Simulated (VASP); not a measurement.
# BN (P6_3/mmc) in VASP: further runs, part 2 of 3

VASP 6.6.1.

### 3 Relaxation of cell and atoms, PBEsol, target pressure 20 GPa, at which the enthalpy is minimised

Input file INCAR:

```
SYSTEM = BN
ALGO = Normal ; EDIFF = 1E-7
EDIFFG = -0.02 ; ENCUT = 600
GGA = PS ; IBRION = 2
ISIF = 3 ; ISMEAR = -1
LASPH = .TRUE. ; LCHARG = .FALSE.
LREAL = .FALSE. ; LWAVE = .FALSE.
NELM = 80 ; NSW = 80
PREC = Accurate ; PSTRESS = 200.0
SIGMA = 0.05
```

Input file KPOINTS:

```
k-points
0
G
  12 12 4
  0 0 0
```

Input file POSCAR:

```
BN
1.0
    2.4982400000      0.0000000000      0.0000000000
   -1.2491200000      2.1635393048      0.0000000000
    0.0000000000      0.0000000000      6.6357000000
N B
2 2
Direct
    0.6666666667      0.3333333333      0.2500000000
    0.3333333333      0.6666666667      0.7500000000
    0.6666666667      0.3333333333      0.7500000000
    0.3333333333      0.6666666667      0.2500000000
```

Potentials or basis: VASP PAW PBE potentials, release 64 (N, B).

Run with:

```sh
$ cat potpaw_PBE.64/N/POTCAR potpaw_PBE.64/B/POTCAR > POTCAR
$ mpirun -np 1 vasp_std > vasp.out
```

OUTCAR:

```text
SYSTEM = BN
   EDIFF = 1E-7
   EDIFFG = -0.02
   ENCUT = 600
   GGA = PS
   IBRION = 2
   ISIF = 3
   ISMEAR = -1
   LASPH = .TRUE.
   LREAL = .FALSE.
   NELM = 80
   NSW = 80
   PREC = Accurate
   PSTRESS = 200.0

 ion  position               nearest neighbor table
   1  0.667  0.333  0.250-   4 1.44   4 1.44   4 1.44
   2  0.333  0.667  0.750-   3 1.44   3 1.44   3 1.44
   3  0.667  0.333  0.750-   2 1.44   2 1.44   2 1.44
   4  0.333  0.667  0.250-   1 1.44   1 1.44   1 1.44

  LATTYP: Found a hexagonal cell.
 ALAT       =     2.4982400000
 C/A-ratio  =     2.6561499296

  Lattice vectors:

 A1 = (   2.4982400000,   0.0000000000,   0.0000000000)
 A2 = (  -1.2491200000,   2.1635393048,   0.0000000000)
 A3 = (   0.0000000000,   0.0000000000,   6.6357000000)

Analysis of symmetry for initial positions (statically):
=====================================================================
 Subroutine PRICEL returns:
 Original cell was already a primitive cell.

 Routine SETGRP: Setting up the symmetry group for a
 hexagonal supercell.

 Subroutine GETGRP returns: Found 24 space group operations
 (whereof 12 operations were pure point group operations)
 out of a pool of 24 trial point group operations.

[... 369 lines left out ...]
--------------------------------------- Ionic step       10  -------------------------------------------

 number of electron      15.9999999 magnetization

 Free energy of the ion-electron system (eV)
  ---------------------------------------------------
  ext. energy  EPLUGINS =         0.00000000
  ---------------------------------------------------
  free energy    TOTEN  =       -36.21151100 eV

  energy without entropy =      -36.21151100  energy(sigma->0) =      -36.21151100

 E-fermi :   5.8287     XC(G=0): -11.8709

 val. band max:        4.8149610916   @ k =   0.2500   0.2500   0.0000
 cond. band min:       8.5749514537   @ k =   0.5000   0.0000   0.2500
 fundamental gap:      3.7599903622
 Fermi energy:         5.8286590533

 k-point     1 :       0.0000    0.0000    0.0000
  band No.  band energies     occupation
      1     -14.0657      2.00000
      2     -12.6865      2.00000
      3      -3.4146      2.00000
      4       2.2658      2.00000
      5       3.1058      2.00000
      6       3.1058      2.00000
      7       3.3854      2.00000
      8       3.3854      2.00000
      9      11.9763      0.00000
     10      15.9743      0.00000
     11      15.9743      0.00000
     12      16.6112      0.00000
[... 331 lines left out ...]
 k-point    24 :       0.3333    0.0000    0.2500
  band No.  band energies     occupation
      1     -11.7565      2.00000
      2     -11.0237      2.00000
      3      -2.7134      2.00000
      4      -2.3094      2.00000
      5       0.2173      2.00000
      6       0.7480      2.00000
      7       1.0370      2.00000
      8       3.5039      2.00000
      9      10.8895      0.00000
     10      13.0584      0.00000
     11      14.6865      0.00000
     12      14.9255      0.00000

 [... further k-points ...]

------------------------ aborting loop because EDIFF is reached ----------------------------------------

  FORCE on cell =-STRESS in cart. coord.  units (eV):
  Direction    XX          YY          ZZ          XY          YZ          ZX
  --------------------------------------------------------------------------------------
  -------------------------------------------------------------------------------------
  Total        3.4906201      3.4906201      3.4618120      0.0000000     -0.0000000      0.0000000
  in kB      199.5967261    199.5967261    197.9494580      0.0000000     -0.0000000      0.0000000
  external PRESSURE =      -0.9523633 kB  Pullay stress =     200.0000000 kB
[... 23 lines left out ...]
  energy  without entropy=      -36.2115109977  energy(sigma->0) =      -36.21151100

  enthalpy is  TOTEN    =       -32.7138383293 eV   P V=        3.4976726685

 reached required accuracy - stopping structural energy minimisation
```

OSZICAR:

```text
N       E                     dE             d eps       ncg     rms          rms(c)
DAV:   1     0.753249821633E+02    0.75325E+02   -0.90347E+03  1368   0.139E+03
DAV:   2    -0.348936804016E+02   -0.11022E+03   -0.10043E+03  2056   0.294E+02
DAV:   3    -0.399916511464E+02   -0.50980E+01   -0.50510E+01  1728   0.651E+01
[... 103 lines left out ...]
DAV:   3    -0.362118539417E+02    0.14894E-02   -0.88532E-03  1588   0.919E-01    0.134E-01
DAV:   4    -0.362115811067E+02    0.27283E-03   -0.61130E-04  1708   0.246E-01    0.702E-02
DAV:   5    -0.362115137848E+02    0.67322E-04   -0.12556E-04  1612   0.997E-02    0.291E-02
DAV:   6    -0.362115110101E+02    0.27747E-05   -0.15589E-05  1648   0.417E-02    0.511E-03
DAV:   7    -0.362115109978E+02    0.12329E-07   -0.46548E-07  1540   0.753E-03
  10 F= -.32713838E+02 E0= -.32713838E+02  d E =-.493494E-02
```

CONTCAR:

```text
BN
   1.00000000000000
     2.4748236783009170    0.0000000000000000    0.0000000000000000
    -1.2374118391504585    2.1432601753677742    0.0000000000000000
     0.0000000000000000    0.0000000000000000    5.2825132283857430
  N               B
     2     2
Direct
     0.6666666667000030    0.3333333332999970    0.2500000000000000
     0.3333333332999970    0.6666666667000030    0.7500000000000000
     0.6666666667000030    0.3333333332999970    0.7500000000000000
     0.3333333332999970    0.6666666667000030    0.2500000000000000

  0.00000000E+00  0.00000000E+00  0.00000000E+00
  0.00000000E+00  0.00000000E+00  0.00000000E+00
  0.00000000E+00  0.00000000E+00  0.00000000E+00
  0.00000000E+00  0.00000000E+00  0.00000000E+00
```

It took 3 min on 1 thread of Intel Xeon Platinum 8259CL at 2.50GHz (Skylake/Cascade Lake), shared host; peak memory 0.17 GiB.

What came out:

```
Free energy                                            : -36.2115 eV
Relaxed volume                                         : 7.00 Å³/atom
Relaxed cell                                           : a = 2.475 Å, b = 2.475 Å, c = 5.283 Å, α = 90.00°, β = 90.00°, γ = 120.00°
Space group after relaxing (to 0.05 Å)                 : P6_3/mmc (No. 194)
Energy change on relaxing (the enthalpy is what falls) : +89.6 meV/atom
Ionic steps                                            : 10
Pressure after relaxing                                : 19.9 GPa
Band gap on the k mesh                                 : 3.76 eV, indirect (least direct gap 4.25 eV)
```

Stress tensor (GPa, compression positive):
```
19.96  0.00  0.00
 0.00 19.96  0.00
 0.00  0.00 19.79
```

Step by step:
```
step  energy change (eV)  largest force (eV/Å)  pressure (GPa)  volume (Å³)
   1              0.0000                0.0000            2.28        35.87
   2              0.6625                0.0000           47.69        30.96
   3              0.1550                0.0000           20.60        33.51
   4              0.1617                0.0000           20.57        31.51
   5              0.8332                0.0000           32.64        25.38
   6              0.3219                0.0000           23.21        28.43
   7              0.3865                0.0000           24.34        27.83
   8              0.4008                0.0000           24.59        27.72
   9              0.2901                0.0000            7.66        28.89
  10              0.3583                0.0000           19.90        28.02
```

Final structure:
```
N B
1.0
     2.47482    0.00000    0.00000
    -1.23741    2.14326    0.00000
     0.00000    0.00000    5.28251
N B
2 2
Direct
  0.66667 0.33333 0.25000
  0.33333 0.66667 0.75000
  0.66667 0.33333 0.75000
  0.33333 0.66667 0.25000
```

Caveat: the cell is relaxed towards a set pressure, so the enthalpy falls and the energy may rise; the volume moved by over 15 % at a fixed basis, so the end points are rough; the PAW data sets were made with another functional, which shifts forces and pressure a little; this functional lacks dispersion, which binds the layers, so the pressure and a relaxed spacing across them are unreliable. PBEsol gaps usually lie below the measured ones, often by a third to a half.

### 4 Relaxation of cell and atoms, PBEsol, target pressure 30 GPa, at which the enthalpy is minimised

Input file INCAR:

```
PREC     = Accurate       # precision mode
ENCUT    = 600            # plane-wave cutoff, eV
EDIFF    = 1E-6           # SCF threshold, eV
ISMEAR   = -1             # smearing method
SIGMA    = 0.05           # smearing width, eV
LREAL    = F              # projectors in reciprocal space
LASPH    = T              # aspherical terms in the spheres
NELM     = 60             # most SCF steps
ALGO     = Normal         # electronic algorithm
ISIF     = 3              # what is computed and relaxed
LWAVE    = F              # write WAVECAR
LCHARG   = F              # write CHGCAR
GGA      = PS             # functional
IBRION   = 2              # ionic algorithm
NSW      = 80             # ionic steps
EDIFFG   = -0.02          # ionic threshold
PSTRESS  = 300.0
```

Input file KPOINTS:

```
Automatic mesh
0
Gamma
  12 12 4
```

POSCAR is that of step 3.

Run with:

```sh
$ cat potpaw_PBE.64/N/POTCAR potpaw_PBE.64/B/POTCAR > POTCAR
$ mpirun -np 1 vasp_std > vasp.out
```

It took 2.6 min on 1 thread of Intel Xeon Platinum 8259CL at 2.50GHz (Skylake/Cascade Lake), shared host; peak memory 0.17 GiB.

Results (log left out):

* Free energy: -35.9667 eV
* Relaxed volume: 6.60 Å³/atom
* Relaxed cell: a = 2.464 Å, b = 2.464 Å, c = 5.025 Å, α = 90.00°, β = 90.00°, γ = 120.00°
* Space group after relaxing (to 0.05 Å): P6_3/mmc (No. 194)
* Energy change on relaxing (the enthalpy is what falls): +150.8 meV/atom
* Ionic steps: 10
* Pressure after relaxing: 29.9 GPa
* Band gap on the k mesh: 3.78 eV, indirect (least direct gap 4.30 eV)

Stress tensor (GPa, compression positive):
```
29.97  0.00  0.00
 0.00 29.97  0.00
 0.00  0.00 29.72
```

Step by step:
| step | energy change (eV) | largest force (eV/Å) | pressure (GPa) | volume (Å³) |
| --- | --- | --- | --- | --- |
| 1 | 0.0000 | 0.0000 | 2.29 | 35.87 |
| 2 | 1.7208 | 0.0000 | 87.42 | 28.40 |
| 3 | 0.2996 | 0.0000 | 29.79 | 32.59 |
| 4 | 0.2943 | 0.0000 | 29.39 | 30.03 |
| 5 | 0.4361 | 0.0000 | 31.54 | 27.70 |
| 6 | 1.6653 | 0.0000 | 55.32 | 22.91 |
| 7 | 0.6091 | 0.0000 | 34.45 | 26.43 |
| 8 | 0.6663 | 0.0000 | 35.46 | 26.11 |
| 9 | 0.4893 | 0.0000 | 16.13 | 27.25 |
| 10 | 0.6032 | 0.0000 | 29.89 | 26.42 |

Final structure:
```xyz
4
Lattice="2.4639 0.0000 0.0000 -1.2319 2.1338 0.0000 0.0000 0.0000 5.0253" Properties=species:S:1:pos:R:3 pbc="T T T"
N     1.2319    0.7113    1.2563
N     0.0000    1.4225    3.7690
B     1.2319    0.7113    3.7690
B     0.0000    1.4225    1.2563
```

Levels at points of the mesh, in eV from the valence-band top:
| k point | band 5 | band 6 | band 7 | band 8 | band 9 | band 10 | band 11 | band 12 |
| --- | --- | --- | --- | --- | --- | --- | --- | --- |
| (0.00, 0.00, 0.00) | -1.86 | -1.86 | -1.45 | -1.45 | 7.95 | 11.04 | 11.04 | 11.89 |
| (0.50, 0.00, 0.00) | -4.92 | -4.32 | -3.54 | -0.58 | 4.27 | 7.61 | 9.19 | 10.35 |
| (0.00, 0.00, 0.50) | -1.66 | -1.66 | -1.66 | -1.66 | 11.43 | 11.43 | 11.49 | 11.49 |
| (0.50, 0.00, 0.50) | -4.63 | -4.63 | -1.39 | -1.39 | 4.38 | 4.38 | 10.02 | 10.02 |

Caveat: the cell is relaxed towards a set pressure, so the enthalpy falls and the energy may rise; the volume moved by over 15 % at a fixed basis, so the end points are rough; the PAW data sets were made with another functional, which shifts forces and pressure a little; this functional lacks dispersion, which binds the layers, so the pressure and a relaxed spacing across them are unreliable. A k mesh can miss the band edges.

### 5 Single point, PBEsol+D3(BJ)

This run uses another cell than the first one, of 8.69 Å³/atom, 0.969 times its volume.

Input file INCAR:

```
PREC     = Accurate       # precision mode
ENCUT    = 520            # plane-wave cutoff, eV
EDIFF    = 1E-6           # SCF threshold, eV
ISMEAR   = -1             # smearing method
SIGMA    = 0.05           # smearing width, eV
LREAL    = False          # projectors in reciprocal space
LASPH    = True           # aspherical terms in the spheres
NELM     = 100            # most SCF steps
ALGO     = Normal         # electronic algorithm
ISIF     = 2              # what is computed and relaxed
LWAVE    = False          # write WAVECAR
LCHARG   = False          # write CHGCAR
GGA      = PS             # functional
IVDW     = 12             # dispersion correction
NBANDS   = 16             # bands
```

KPOINTS is that of step 4.

Input file POSCAR:

```
BN
1.0
    2.5004979998      0.0000000000      0.0000000000
   -1.2502489999      2.1654947899      0.0000000000
    0.0000000000      0.0000000000      6.4176069715
N B
2 2
Direct
    0.6666666667      0.3333333333      0.2500000000
    0.3333333333      0.6666666667      0.7500000000
    0.6666666667      0.3333333333      0.7500000000
    0.3333333333      0.6666666667      0.2500000000
```

Run with:

```sh
$ cat potpaw_PBE.64/N/POTCAR potpaw_PBE.64/B/POTCAR > POTCAR
$ mpirun -np 1 vasp_std > vasp.out
```

Wall time 54 s (1 thread of Intel Xeon Platinum 8375C at 2.90GHz (Ice Lake), shared host); peak memory 0.16 GiB.

Results (log left out):

```yaml
Free_energy: -36.9728 eV
Pressure: 0.3 GPa
Band_gap_on_the_k_mesh: 4.09 eV, indirect (least direct gap 4.48 eV)
Dispersion_energy_per_atom: -0.105 eV
```

Stress tensor (GPa, compression positive):
```
 0.53  0.00  0.00
 0.00  0.53  0.00
 0.00  0.00 -0.17
```

Levels at points of the mesh, in eV from the valence-band top:
```tsv
k point	band 5	band 6	band 7	band 8	band 9	band 10	band 11	band 12
(0.00, 0.00, 0.00)	-1.34	-1.34	-1.28	-1.28	5.25	10.57	11.49	11.49
(0.50, 0.00, 0.00)	-4.18	-4.09	-1.62	-0.39	4.09	5.73	9.49	9.87
(0.00, 0.00, 0.50)	-1.31	-1.31	-1.31	-1.31	7.85	7.85	11.57	11.57
(0.50, 0.00, 0.50)	-4.14	-4.14	-0.97	-0.97	4.61	4.61	9.89	9.89
```

Caveat: the PAW data sets were made with another functional, which shifts forces and pressure a little. A k mesh can miss the band edges.

(Part 2 of 3 ends here.)
